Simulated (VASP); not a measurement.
Set up this calculation in VASP 6.6.1, as the native input.

- Task: single point
- Functional: PBEsol
- Potentials or basis: VASP PAW PBE potentials, release 64 (W_sv, C)
- Cutoff: 520 eV
- k mesh: 16 × 16 × 16
- Occupations: methfessel-paxton, width 0.1 eV
- Spin: no spin polarisation
- Dipole correction: no
- Further INCAR settings: ALGO = Normal; EDIFF = 1e-06; NBANDS = 16

The structure of WC lies in POSCAR:

```
WC
1.0
    0.0000000000      2.1725590108      2.1725590108
    2.1725590108      0.0000000000      2.1725590108
    2.1725590108      2.1725590108      0.0000000000
W C
1 1
Direct
    0.0000000000      0.0000000000      0.0000000000
    0.5000000000      0.5000000000      0.5000000000
```

These files were run (other wordings do the same):

INCAR

```
PREC = Accurate
ENCUT = 520
EDIFF = 1E-6
ISMEAR = 1
SIGMA = 0.1
LREAL = False
LASPH = True
NELM = 100
ALGO = Normal
ISIF = 2
LWAVE = False
LCHARG = True
GGA = PS
LELF = True
LVHAR = True
NBANDS = 16
```

KPOINTS

```
Automatic mesh
0
Gamma
  16 16 16
```

Potentials or basis: VASP PAW PBE potentials, release 64 (W_sv, C).

Run with:

```bash
$ cat potpaw_PBE.64/W_sv/POTCAR potpaw_PBE.64/C/POTCAR > POTCAR
$ mpirun -np 1 vasp_std > vasp.out
```

Results of the run:

```json
{
 "Pressure": "1.2 GPa",
 "Band gap on the k mesh": "zero (band 9 reaches 13.78 eV, above the bottom of band 10 at 10.53 eV)"
}
```

Caveat: the PAW data sets were made with another functional, which shifts forces and pressure a little; spin-orbit coupling is left out, which moves the levels of the heavy elements.

Wall time 48 s on 1 thread of AMD EPYC 7R13, on a shared host, peak memory 0.15 GiB.
